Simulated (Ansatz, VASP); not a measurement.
Y3LuO2: VASP beside Ansatz

File INCAR:

```
SYSTEM = Y3LuO2
PREC = Accurate ; ENCUT = 520
EDIFF = 1E-7 ; ISMEAR = 0
SIGMA = 0.1 ; LREAL = .False.
LASPH = .True. ; NELM = 60
ALGO = Normal ; ISIF = 2
LWAVE = .False. ; LCHARG = .True.
GGA = PE ; LELF = .True.
LVHAR = .True. ; NBANDS = 44
```

KPOINTS

```
regular mesh
0
Gamma
  6 6 4
  0 0 0
```

Contents of POSCAR:

```
Y3LuO2
1.0
    5.3503434800      0.0000000000      0.0000000000
   -2.6751717400      4.6335333700      0.0000000000
    0.0000000000      0.0000000000      4.7685682200
Y Lu O
3 1 2
Direct
    0.5000000000      0.0000000000      0.5000000000
    0.0000000000      0.5000000000      0.5000000000
    0.5000000000      0.5000000000      0.5000000000
    0.0000000000      0.0000000000      0.0000000000
    0.0000000000      0.0000000000      0.3757330200
    0.0000000000      0.0000000000      0.6242669800
```

Input for Ansatz:

```yaml
crystal:
  lattice:
    - [5.35034348, 0.0, 0.0]
    - [-2.67517174, 4.63353337, 0.0]
    - [0.0, 0.0, 4.76856822]
  atoms:
    - { symbol: "Y", position: [0.5, 0.0, 0.5] }
    - { symbol: "Y", position: [0.0, 0.5, 0.5] }
    - { symbol: "Y", position: [0.5, 0.5, 0.5] }
    - { symbol: Lu, position: [0.0, 0.0, 0.0] }
    - { symbol: O, position: [0.0, 0.0, 0.37573302] }
    - { symbol: O, position: [0.0, 0.0, 0.62426698] }
basis:
  ecutwfc: 420
kpoints:
  mp_grid: { grid: [6, 6, 4] }
hamiltonian:
  xc: pbe
scf:
  occupations: { method: gaussian, width: 0.1 }
  lower_state_search: "off"
output:
  forces: true
  stress: true
  eigenvalues: true
```

Alike in both runs: task single point; functional PBE; k mesh 6 × 6 × 4; occupations gaussian, width 0.1 eV; no spin polarisation.

```csv
,VASP,Ansatz
version,VASP 6.6.1,Ansatz 0.2.0
potentials or method,"VASP PAW PBE potentials, release 64 (Y_sv, Lu, O), cutoff 520 eV","scalar-relativistic, plane waves, PAW"
valence electrons in the cell,70,70
```

VASP gave:

| Property | Result |
| --- | --- |
| gap on the k mesh at the Fermi level (eV) | none |
| rms of the force components (eV/Å) | 2.149 |

Question: Which values does Ansatz return?

Answer: gap on the k mesh at the Fermi level (eV): none; rms of the force components (eV/Å): 1.780.

Atom by atom the forces differ by 0.369 eV/Å (rms over components). A gap of «none» marks a metal or a gap that the smearing closes. The functional is the same, so the differences come from potentials, cutoffs and numerics.

Spin-orbit coupling is off throughout. Noted on VASP's run: the standard files for N, O and F lose accuracy on very short bonds.
